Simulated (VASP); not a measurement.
A run of VASP 6.6.1:

File POSCAR:

```
BaZrO3
1.0
    4.1815000000      0.0000000000      0.0000000000
    0.0000000000      4.1815000000      0.0000000000
    0.0000000000      0.0000000000      4.1815000000
Ba Zr O
1 1 3
Direct
    0.5000000000      0.5000000000      0.5000000000
    0.0000000000      0.0000000000      0.0000000000
    0.5000000000      0.0000000000      0.0000000000
    0.0000000000      0.5000000000      0.0000000000
    0.0000000000      0.0000000000      0.5000000000
```

File INCAR.step1:

```
PREC = Accurate ; ENCUT = 910
ISMEAR = 0 ; SIGMA = 0.05
LREAL = False ; LASPH = True
NELM = 120 ; NBANDS = 28
GGA = PE ; ALGO = Normal
EDIFF = 1E-5 ; LWAVE = True
LCHARG = False ; GGA_COMPAT = False
```

Contents of INCAR.step2:

```
PREC = Accurate ; ENCUT = 910
EDIFF = 1E-6 ; ISMEAR = 0
SIGMA = 0.05 ; LREAL = False
LASPH = True ; NELM = 120
ALGO = Normal ; ISIF = 2
LWAVE = False ; LCHARG = False
METAGGA = R2SCAN ; LMIXTAU = True
NBANDS = 28 ; ISTART = 1
GGA_COMPAT = False
```

KPOINTS

```
Automatic mesh
0
Gamma
  6 6 6
```

Potentials or basis: VASP PAW PBE potentials, release 64 (Ba_sv, Zr_sv, O_h).

Launch:

```sh
$ cat potpaw_PBE.64/Ba_sv/POTCAR potpaw_PBE.64/Zr_sv/POTCAR potpaw_PBE.64/O_h/POTCAR > POTCAR
$ cp INCAR.step1 INCAR
$ mpirun -np 1 vasp_std > vasp.out
$ cp INCAR.step2 INCAR
$ mpirun -np 1 vasp_std > vasp.out
```

Hardware: 1 thread of Intel(R) Xeon(R) Platinum 8488C (Sapphire Rapids), with other jobs on the host.

Question: Estimate the wall time of this run.

Answer: Wall time 4.2 min on 1 thread of Intel(R) Xeon(R) Platinum 8488C (Sapphire Rapids), on a shared host, peak memory 0.34 GiB. Counts: k points 20.
